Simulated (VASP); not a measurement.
The system is MoS2.

```
Mo S
1.0
     3.16900    0.00000    0.00000
    -1.58450    2.74443    0.00000
     0.00000    0.00000   12.32400
Mo S
2 4
Cartesian
  0.0000 1.8296 3.0810
  1.5845 0.9148 9.2430
  0.0000 1.8296 7.6779
  1.5845 0.9148 1.5159
  0.0000 1.8296 10.8081
  1.5845 0.9148 4.6461
```

```yaml
Program: VASP 6.6.1
Task: relaxation of cell and atoms
Functional: LDA
Potentials_or_basis: VASP PAW LDA potentials, release 64 (Mo_sv, S)
Cutoff: 600 eV
k_mesh: 12 × 12 × 3
Occupations: gaussian, width 0.01 eV
Spin: no spin polarisation
```

At the start: pressure -5.5 GPa; volume 17.86 Å³/atom.

Task: Where does the relaxation end?

Result: Over 13 steps the energy falls by 12.1 meV/atom and the volume is 17.00 Å³/atom (-4.8 %); space group P6_3/mmc (No. 194, to 0.1 Å) before and after.

The path:
```csv
step,energy change (eV),largest force (eV/Å),pressure (GPa),volume (Å³)
1,0.0000,0.4650,-5.54,107.18
2,0.2140,1.6299,12.97,97.88
3,-0.0641,0.1484,-0.35,104.03
4,-0.0642,0.1606,-0.23,103.97
5,-0.0691,0.0352,-0.06,103.40
6,-0.0691,0.0373,-0.06,103.41
7,-0.0696,0.0329,-0.09,103.29
8,-0.0709,0.0217,-0.09,102.95
9,-0.0722,0.0013,-0.09,102.26
10,-0.0723,0.0102,-0.08,102.01
11,-0.0723,0.0084,-0.08,102.05
12,-0.0716,0.0720,0.63,101.65
13,-0.0723,0.0006,0.00,102.01
```

Final structure:
```yaml
crystal:
  lattice:
    - [3.12362, 0.00000, 0.00000]
    - [-1.56181, 2.70514, 0.00000]
    - [0.00000, 0.00000, 12.07214]
  atoms:
    - { symbol: Mo, position: [0.33333, 0.66667, 0.25000] }
    - { symbol: Mo, position: [0.66667, 0.33333, 0.75000] }
    - { symbol: S, position: [0.33333, 0.66667, 0.62124] }
    - { symbol: S, position: [0.66667, 0.33333, 0.12124] }
    - { symbol: S, position: [0.33333, 0.66667, 0.87876] }
    - { symbol: S, position: [0.66667, 0.33333, 0.37876] }
```
